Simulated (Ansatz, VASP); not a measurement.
# N in VASP and in Ansatz

The input INCAR:

```
SYSTEM = N
ALGO = Normal
EDIFF = 1E-6
ENCUT = 600
GGA = PE
GGA_COMPAT = .False.
ISIF = 2
ISMEAR = 0
LASPH = .True.
LCHARG = .False.
LREAL = .False.
LWAVE = .False.
NBANDS = 8
NELM = 120
PREC = Accurate
SIGMA = 0.1
```

Contents of KPOINTS:

```
k-points
0
Gamma
  22 22 22
  0 0 0
```

File POSCAR:

```
N
1.0
    0.0000000000      1.5528607867      1.5528607867
    1.5528607867      0.0000000000      1.5528607867
    1.5528607867      1.5528607867      0.0000000000
N
1
Direct
    0.0000000000      0.0000000000      0.0000000000
```

Input for Ansatz:

```yaml
crystal:
  lattice:
    - [0.0, 1.5528607867, 1.5528607867]
    - [1.5528607867, 0.0, 1.5528607867]
    - [1.5528607867, 1.5528607867, 0.0]
  atoms:
    - { symbol: "N", position: [0.0, 0.0, 0.0] }
basis:
  ecutwfc: 420
kpoints:
  mp_grid: { grid: [22, 22, 22] }
hamiltonian:
  xc: pbe
scf:
  occupations: { method: gaussian, width: 0.1 }
output:
  forces: true
  stress: true
  eigenvalues: true
  populations: true
```

Alike in both runs: task single point; functional PBE; k mesh 22 × 22 × 22; occupations gaussian, width 0.1 eV; no spin polarisation.

|  | VASP | Ansatz |
| --- | --- | --- |
| version | VASP 6.6.1 | Ansatz 0.2.0 |
| potentials or method | VASP PAW PBE potentials, release 64 (N), cutoff 600 eV | scalar-relativistic, plane waves, PAW |
| valence electrons in the cell | 5 | 5 |

VASP gave:

* gap on the k mesh at the Fermi level (eV): none
* pressure (GPa): 2.2

Question: What did Ansatz give for the same quantities?

Answer: gap on the k mesh at the Fermi level (eV): none; pressure (GPa): 2.6.

A gap of «none» marks a metal or a gap that the smearing closes.
